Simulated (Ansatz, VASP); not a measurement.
**ZrS2: VASP beside Ansatz**

```
S Zr
1.0
     3.67807    0.00000    0.00000
    -1.83904    3.18531    0.00000
     0.00000    0.00000   29.60000
S Zr
2 1
Direct
  0.33333 0.66667 0.23680
  0.66667 0.33333 0.33414
  0.00000 0.00000 0.28547
```

Alike in both runs: functional r2SCAN; dispersion rVV10; k mesh 12 × 12 × 1; occupations gaussian, width 0.03 eV; no spin polarisation.

Ansatz relaxed the structure, and its values are those at the end. VASP's run is a single point on that final structure, the one shown.

|  | VASP | Ansatz |
| --- | --- | --- |
| version | VASP 6.6.1 | Ansatz 0.2.0 |
| potentials or method | VASP PAW PBE potentials, release 64 (S, Zr_sv), cutoff 440 eV | scalar-relativistic, plane waves, PAW |
| valence electrons in the cell | 24 | 24 |

```tsv
	VASP	Ansatz	Ansatz less VASP
gap on the k mesh at the Fermi level (eV)	1.53	1.53	0.000
least direct gap on the mesh (eV)	2.03	2.02	-0.008
rms of the force components (eV/Å)	0.005	0.000	-0.0048
```

VASP's potentials were made for PBE, not for r2SCAN. Ansatz's warnings: slab cell height set, structure snapped to symmetry, xc potential rough in thin density.
